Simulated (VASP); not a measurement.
Write the native input for VASP 6.6.1 that does the following.

- Task: single point
- Functional: PBEsol
- Potentials or basis: VASP PAW PBE potentials, release 64 (Ti_sv)
- Cutoff: 520 eV
- k mesh: 24 × 24 × 14
- Occupations: gaussian, width 0.15 eV
- Spin: no spin polarisation
- Dipole correction: no
- Further INCAR settings: ALGO = Fast; EDIFF = 1e-06; NBANDS = 19

The structure of Ti lies in POSCAR:

```
Ti
1.0
    2.9004352004      0.0000000000      0.0000000000
   -1.4502176002      2.6437227203      0.0000000000
    0.0000000000      0.0000000000      4.5909904469
Ti
2
Direct
    0.3333333333      0.6666666667      0.2500000000
    0.6666666667      0.3333333333      0.7500000000
```

This cell differs from its parent crystal: strain +0.0525 x Voigt [0, 1, 0, 0, 0, 0].

One way to write it, as run:

INCAR

```
SYSTEM = Ti
ALGO = Fast ; EDIFF = 1E-6
ENCUT = 520 ; GGA = PS
ISIF = 2 ; ISMEAR = 0
LASPH = .TRUE. ; LCHARG = .FALSE.
LREAL = .FALSE. ; LWAVE = .FALSE.
NBANDS = 19 ; NELM = 80
PREC = Accurate ; SIGMA = 0.15
```

KPOINTS

```
k-points
0
G
  24 24 14
  0 0 0
```

Potentials or basis: VASP PAW PBE potentials, release 64 (Ti_sv).

Run with:

```sh
$ cat potpaw_PBE.64/Ti_sv/POTCAR > POTCAR
$ mpirun -np 1 vasp_std > vasp.out
```

It gave:

```
Pressure               : -5.6 GPa
Largest force          : 0.131 eV/Å
Band gap on the k mesh : zero (bands 12 and 13 overlap by 1.36 eV)
```

Caveat: the cell differs from its parent crystal (strain +0.0525 x Voigt [0, 1, 0, 0, 0, 0]); the cell stands under tension; the PAW data sets were made with another functional, which shifts forces and pressure a little.

Run time: 33 min on 1 thread of Intel(R) Xeon(R) Platinum 8124M CPU @ 3.00GHz (Skylake/Cascade Lake), on a shared host, peak memory 0.73 GiB.
